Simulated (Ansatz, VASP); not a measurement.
NbC4 in VASP and in Ansatz

```xyz
5
Lattice="3.6022 0.0000 0.0000 0.0000 3.6022 0.0000 0.0000 0.0000 3.6022" Properties=species:S:1:pos:R:3 pbc="T T T"
Nb    0.0000    0.0000    0.0000
C     1.2562    2.3460    2.3460
C     2.3460    1.2562    2.3460
C     2.3460    2.3460    1.2562
C     1.2562    1.2562    1.2562
```

Change from the starting cell: species swapped into the SnI4 type (P-43m, No. 215).

Alike in both runs: functional PBE; k mesh 4 × 4 × 4; occupations gaussian, width 0.1 eV; no spin polarisation.

Ansatz relaxed the structure, and its values are those at the end. VASP's run is a single point on that final structure, the one shown.

|  | VASP | Ansatz |
| --- | --- | --- |
| version | VASP 6.6.1 | Ansatz 0.2.0 |
| potentials or method | VASP PAW PBE potentials, release 64 (Nb_sv, C_h), cutoff 910 eV | scalar-relativistic, plane waves, PAW |
| valence electrons in the cell | 29 | 29 |

|  | VASP | Ansatz | Ansatz less VASP |
| --- | --- | --- | --- |
| gap on the k mesh at the Fermi level (eV) | none | none | - |
| rms of the force components (eV/Å) | 0.014 | 0.006 | -0.0085 |

A gap of «none» marks a metal or a gap that the smearing closes. With one functional, cell and mesh, what is left measures potentials, basis and numerics.

The k mesh is coarse, so the values compare programs but aren't converged. Noted on VASP's run: the cutoff is short for stress, so the pressure is rough.
